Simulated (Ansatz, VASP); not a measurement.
**Ca2TaO3: VASP beside Ansatz**

Contents of INCAR:

```
ALGO = Normal
EDIFF = 1E-6
ENCUT = 600
GGA = PE
GGA_COMPAT = F
ISIF = 2
ISMEAR = 0
ISPIN = 2
LASPH = T
LCHARG = F
LMAXMIX = 4
LORBIT = 11
LREAL = F
LWAVE = F
MAGMOM = 0 0 1 0 0 0
NBANDS = 38
NELM = 200
PREC = Accurate
SIGMA = 0.1
```

The input KPOINTS:

```
k-points
0
Gamma
  6 6 4
```

The input POSCAR:

```
Ca2TaO3
1.0
    4.0202894800      0.0000000000      0.0000000000
   -2.0101447400      3.4816728200      0.0000000000
    0.0000000000      0.0000000000      7.3257312100
Ca Ta O
2 1 3
Direct
    0.0000000000      0.0000000000      0.2077621500
    0.0000000000      0.0000000000      0.7922378500
    0.0000000000      0.0000000000      0.5000000000
    0.0000000000      0.0000000000      0.0000000000
    0.3333333300      0.6666666700      0.0000000000
    0.6666666700      0.3333333300      0.0000000000
```

Input for Ansatz:

```yaml
crystal:
  lattice:
    - [4.02028948, 0.0, 0.0]
    - [-2.01014474, 3.48167282, 0.0]
    - [0.0, 0.0, 7.32573121]
  atoms:
    - { symbol: Ca, position: [0.0, 0.0, 0.20776215] }
    - { symbol: Ca, position: [0.0, 0.0, 0.79223785] }
    - { symbol: Ta, position: [0.0, 0.0, 0.5], spin: 1.0 }
    - { symbol: O, position: [0.0, 0.0, 0.0] }
    - { symbol: O, position: [0.33333333, 0.66666667, 0.0] }
    - { symbol: O, position: [0.66666667, 0.33333333, 0.0] }
basis:
  ecutwfc: 420
kpoints:
  mp_grid: { grid: [6, 6, 4] }
hamiltonian:
  xc: pbe
scf:
  occupations: { method: gaussian, width: 0.1 }
  lower_state_search: "off"
output:
  forces: true
  stress: true
  eigenvalues: true
  populations: true
magnetization:
  spin_polarized: true
```

Alike in both runs: task single point; functional PBE; k mesh 6 × 6 × 4; occupations gaussian, width 0.1 eV; collinear spin.

|  | VASP | Ansatz |
| --- | --- | --- |
| version | VASP 6.6.1 | Ansatz 0.2.0 |
| potentials or method | VASP PAW PBE potentials, release 64 (Ca_sv, Ta_pv, O), cutoff 600 eV | scalar-relativistic, plane waves, PAW |
| valence electrons in the cell | 49 | 51 |

```tsv
	VASP	Ansatz	Ansatz less VASP
gap on the k mesh at the Fermi level (eV)	none	none	-
rms of the force components (eV/Å)	3.397	2.867	-0.5307
net moment per atom (μB)	0.41	0.41	+0.002
size of the moment on the site where the two differ most (μB)	1.29	0.74	-0.550
```

Site moments also hang on the region over which each program counts them. Atom by atom the forces differ by 0.531 eV/Å (rms over components). A gap of «none» marks a metal or a gap that the smearing closes. VASP's potentials hold 49 valence electrons a cell and Ansatz's 51, so a difference there can come from the potentials and not from the codes.

Neither program's run includes spin-orbit coupling.
